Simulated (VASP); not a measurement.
Write the native input for VASP 6.6.1 that does the following.

```yaml
Task: single point
Functional: PBE
Potentials_or_basis: VASP PAW PBE potentials, release 64 (Si, C)
Cutoff: 520 eV
k_mesh: 12 × 12 × 6
Occupations: fermi-dirac, width 0.02 eV
Spin: no spin polarisation
Dipole_correction: no
Further_INCAR_settings: ALGO = Normal; EDIFF = 1e-07; NBANDS = 16
```

The structure of SiC lies in POSCAR:

```
SiC
1.0
    3.1061098016      0.0000000000      0.0000000000
   -1.5530549008      2.6899699951      0.0000000000
    0.0000000000      0.0000000000      5.0400368703
Si C
2 2
Direct
    0.3333333333      0.6666666667     -0.0009413781
    0.6666666667      0.3333333333      0.4990586219
    0.3333333333      0.6666666667      0.3759413781
    0.6666666667      0.3333333333      0.8759413781
```

This cell differs from its parent crystal: epitaxial xy strain +1.0%.

The input as run:

INCAR

```
SYSTEM = SiC
ALGO = Normal
EDIFF = 1E-7
ENCUT = 520
GGA = PE
ISIF = 2
ISMEAR = -1
LASPH = .True.
LCHARG = .True.
LELF = .True.
LREAL = .False.
LVHAR = .True.
LWAVE = .False.
NBANDS = 16
NELM = 80
PREC = Accurate
SIGMA = 0.02
```

KPOINTS

```
k-points
0
Gamma
  12 12 6
  0 0 0
```

Potentials or basis: VASP PAW PBE potentials, release 64 (Si, C).

Run with:

```bash
$ cat potpaw_PBE.64/Si/POTCAR potpaw_PBE.64/C/POTCAR > POTCAR
$ mpirun -np 1 vasp_std > vasp.out
```

Results of the run:

* Pressure: -0.6 GPa
* Largest force: 0.012 eV/Å
* Band gap on the k mesh: 2.39 eV (least direct gap 3.84 eV)

Caveat: the cell differs from its parent crystal (epitaxial xy strain +1.0%).

It took 20 s on 1 thread of Intel(R) Xeon(R) 6975P-C (Granite Rapids) (shared host), peak memory 0.17 GiB.
